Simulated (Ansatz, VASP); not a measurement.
# ZrAl3B3N in VASP and in Ansatz

```
Zr Al B N
1.0
     2.49950   -4.87263    0.00000
     2.49950    4.87263    0.00000
     0.00000    0.00000    5.79876
Zr Al B N
1 3 3 1
Direct
  0.00000 0.00000 0.00000
  0.00000 0.50000 0.00000
  0.50000 0.00000 0.00000
  0.00000 0.00000 0.50000
  0.50000 0.50000 0.26944
  0.50000 0.50000 0.73056
  0.50000 0.50000 0.00000
  0.50000 0.50000 0.50000
```

Alike in both runs: functional PBE; k mesh 3 × 3 × 2; occupations gaussian, width 0.15 eV; no spin polarisation.

Ansatz relaxed the structure, and its values are those at the end. VASP's run is a single point on that final structure, the one shown.

```csv
,VASP,Ansatz
version,VASP 6.6.1,Ansatz 0.2.0
potentials or method,"VASP PAW PBE potentials, release 64 (Zr_sv, Al, B, N), cutoff 520 eV","scalar-relativistic, plane waves, PAW"
valence electrons in the cell,35,35
```

```csv
,VASP,Ansatz,Ansatz less VASP
gap on the k mesh at the Fermi level (eV),none,none,-
pressure (GPa),0.1,0.2,+0.06
rms of the force components (eV/Å),0.004,0.001,-0.0037
```

A gap of «none» marks a metal or a gap that the smearing closes. With one functional, cell and mesh, what is left measures potentials, basis and numerics.

The k mesh is coarse, so the values compare programs but aren't converged.
